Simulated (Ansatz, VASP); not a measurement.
BAs in VASP and in Ansatz

The input INCAR:

```
SYSTEM = BAs
ALGO = Normal
EDIFF = 1E-7
ENCUT = 520
GGA = PE
ISIF = 2
ISMEAR = -1
LASPH = .TRUE.
LCHARG = .FALSE.
LREAL = .FALSE.
LWAVE = .FALSE.
NBANDS = 11
NELM = 80
PREC = Accurate
SIGMA = 0.03
```

File KPOINTS:

```
k-points
0
G
  15 15 15
  0 0 0
```

Contents of POSCAR:

```
BAs
1.0
    0.0000000000      2.3885000000      2.3646150000
    2.3885000000      0.0000000000      2.3646150000
    2.3885000000      2.3885000000      0.0000000000
B As
1 1
Direct
    0.0000000000      0.0000000000      0.0000000000
    0.7500000000      0.7500000000      0.7500000000
```

Input for Ansatz:

```yaml
crystal:
  lattice:
    - [0.0, 2.3885, 2.364615]
    - [2.3885, 0.0, 2.364615]
    - [2.3885, 2.3885, 0.0]
  atoms:
    - { symbol: B, position: [0.0, 0.0, 0.0] }
    - { symbol: As, position: [0.75, 0.75, 0.75] }
kpoints:
  mp_grid: { grid: [15, 15, 15] }
  band_path:
    path:
      - [0.0, 0.0, 0.0]
      - [0.0, 0.5, 0.5]
      - [0.25, 0.75, 0.5]
      - [0.0, 0.5, 0.0]
      - [0.0, 0.0, 0.0]
      - [0.5, 0.5, 0.0]
      - [0.3775380063, 0.6224619937, 0.0]
      - [-0.3775380063, 0.3775380063, 0.0]
      - [0.0, 0.0, 0.0]
    npoints: 5
scf:
  occupations: { method: fermi_dirac, width: 0.03 }
hamiltonian:
  xc: pbe
  pseudopotentials: { kind: all_electron, lapw: { basis_error: 0.00025 } }
output:
  forces: true
  stress: true
  eigenvalues: true
```

Change from the starting cell: zz strain of -1 %.

Alike in both runs: task single point; functional PBE; k mesh 15 × 15 × 15; occupations fermi-dirac, width 0.03 eV; no spin polarisation.

|  | VASP | Ansatz |
| --- | --- | --- |
| version | VASP 6.6.1 | Ansatz 0.2.0 |
| potentials or method | VASP PAW PBE potentials, release 64 (B, As), cutoff 520 eV | all-electron LAPW, scalar-relativistic |

Ansatz gave:

| Item | Value |
| --- | --- |
| pressure (GPa) | 4.2 |
| traceless stress, the component that is largest in VASP (GPa) | 1.38 |

Task: What did VASP give for the same quantities?

Result: Pressure (GPa): 4.9; traceless stress, the component that is largest in VASP (GPa): 1.37.

Ansatz ran all-electron here, and VASP with PAW potentials.
